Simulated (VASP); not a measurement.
PbSe: single point with PBE+D3(BJ)

PbSe:

```
Pb Se
1.0
     3.78432    0.00000   -0.05676
     0.00000    3.78432    0.00000
    -0.05676    0.00000    3.78432
Pb Se
1 1
Direct
  0.00000 0.00000 0.00000
  0.50000 0.50000 0.50000
```

This cell differs from its parent crystal: strain -0.0300 x Voigt [0, 0, 0, 0, 1, 0].

```yaml
Program: VASP 6.6.1
Task: single point
Functional: PBE
Dispersion: D3(BJ)
Potentials_or_basis: VASP PAW PBE potentials, release 64 (Pb_d, Se)
Cutoff: 520 eV
k_mesh: 12 × 12 × 12
Occupations: gaussian, width 0.15 eV
Spin: no spin polarisation
Dipole_correction: no
Further_INCAR_settings: ALGO = Normal; EDIFF = 1e-07; NBANDS = 17
```

- Pressure: -2.2 GPa
- Band gap on the k mesh: zero (band 10 reaches 5.48 eV, above the bottom of band 11 at 4.67 eV)
- Dispersion energy per atom: -0.390 eV

Stress tensor (GPa, compression positive):
```
-2.25  0.00  0.21
 0.00 -2.22  0.00
 0.21  0.00 -2.25
```

Levels at points of the mesh, in eV from the Fermi level:
| k point | band 8 | band 9 | band 10 | band 11 | band 12 | band 13 |
| --- | --- | --- | --- | --- | --- | --- |
| (0.00, 0.00, 0.00) | -1.62 | -1.50 | -1.37 | 5.12 | 5.12 | 5.85 |
| (0.50, 0.00, 0.00) | -0.38 | -0.28 | -0.18 | 0.09 | 3.39 | 3.39 |
| (0.00, 0.50, 0.00) | -0.34 | -0.28 | -0.21 | 0.10 | 3.29 | 3.50 |
| (0.50, 0.50, 0.00) | -4.35 | -4.35 | -0.02 | 4.05 | 4.13 | 5.05 |
| (0.50, 0.00, 0.50) | -4.38 | -4.31 | -0.02 | 4.01 | 4.22 | 4.99 |
| (0.50, 0.50, 0.50) | -2.37 | -2.33 | -2.30 | -0.68 | -0.59 | -0.52 |

Wall time 78 s on 1 thread of Intel(R) Xeon(R) 6975P-C (Granite Rapids), on a shared host, peak memory 0.39 GiB.

Caveat: the cell differs from its parent crystal (strain -0.0300 x Voigt [0, 0, 0, 0, 1, 0]); spin-orbit coupling is left out, which moves the levels of the heavy elements; pairwise dispersion overbinds metals, which lowers pressure and volume.
